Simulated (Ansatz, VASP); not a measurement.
## Two plane-wave programs on Mg2C3

```
Mg C
1.0
     3.60624    0.00000    0.00000
    -1.80312    3.12310    0.00000
     0.00000    0.00000    5.61072
Mg C
2 3
Direct
  0.33333 0.66667 0.24500
  0.66667 0.33333 0.75500
  0.00000 0.00000 0.00000
  0.33333 0.66667 0.64500
  0.66667 0.33333 0.35500
```

Alike in both runs: task relaxation of cell and atoms; functional PBE; k mesh 6 × 6 × 4; occupations gaussian, width 0.1 eV; no spin polarisation.

|  | VASP | Ansatz |
| --- | --- | --- |
| version | VASP 6.6.1 | Ansatz 0.2.0 |
| potentials or method | VASP PAW PBE potentials, release 64 (Mg, C), cutoff 600 eV | scalar-relativistic, plane waves, PAW |
| valence electrons in the cell | 16 | 32 |

|  | VASP | Ansatz | Ansatz less VASP |
| --- | --- | --- | --- |
| gap on the k mesh at the Fermi level, each at its own relaxed structure (eV) | none | none | - |
| relaxed volume (Å³/atom) | 9.46 | 9.50 | +0.039 |
| relaxed length of the cell vector where the two differ most in proportion (Å) | 7.164 | 7.195 | +0.0310 |

A gap of «none» marks a metal or a gap that the smearing closes. VASP's potentials hold 16 valence electrons a cell and Ansatz's 32, so a difference there can come from the potentials and not from the codes.

Noted on VASP's run: the volume moved by over 15 % at a fixed basis, so the end points are rough.
